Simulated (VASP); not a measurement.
Runs of VASP 6.6.1 on Ni. The structure is that of space group P6_3/mmc (No. 194), or close to it. The cells are those of the table. 

| spin | cell | k mesh | smearing | gap on the mesh (eV) | pressure (GPa) | moment (μB) |
| --- | --- | --- | --- | --- | --- | --- |
| off | a = 2.508, b = 2.508, c = 8.217 Å, angles 90.0, 90.0, 120.0°, 4 atoms | 19 × 19 × 5 | fermi-dirac 0.1 eV | none | 0.3 | - |
| collinear, ferromagnetic start | a = 2.513, b = 2.513, c = 8.223 Å, angles 90.0, 90.0, 120.0°, 4 atoms | 14 × 14 × 4 | fermi-dirac 0.05 eV | none | 0.1 | 2.60 |
| collinear, ferromagnetic start | a = 2.513, b = 2.513, c = 8.223 Å, angles 90.0, 90.0, 120.0°, 4 atoms | 19 × 19 × 5 | fermi-dirac 0.05 eV | none | 0.1 | 2.59 |
| collinear, ferromagnetic start | a = 2.408, b = 2.408, c = 7.880 Å, angles 90.0, 90.0, 120.0°, 4 atoms | 16 × 16 × 5 | fermi-dirac 0.05 eV | none | 30.5 | 2.35 |
| off | a = 2.573, b = 2.573, c = 8.430 Å, angles 90.0, 90.0, 120.0°, 4 atoms | 16 × 16 × 5 | fermi-dirac 0.1 eV | none | (a) | - |
| collinear, ferromagnetic start | a = 2.609, b = 2.609, c = 8.540 Å, angles 90.0, 90.0, 120.0°, 4 atoms | 16 × 16 × 5 | fermi-dirac 0.05 eV | none | -14.9 | 2.74 |
| collinear, ferromagnetic start | a = 2.444, b = 2.444, c = 7.998 Å, angles 90.0, 90.0, 120.0°, 4 atoms | 16 × 16 × 5 | fermi-dirac 0.05 eV | none | (b) | 2.39 |

Alike in all rows: task single point; level RPBE; potentials or basis VASP PAW PBE potentials, release 64 (Ni); cutoff (eV) 520.

**Question.** Estimate the missing entries.

**Answer.** (a) -11.0; (b) 17.7.

Caveats: the PAW data sets were made with another functional, which shifts forces and pressure a little.

A gap of «none» marks levels without a gap at the run's occupations.
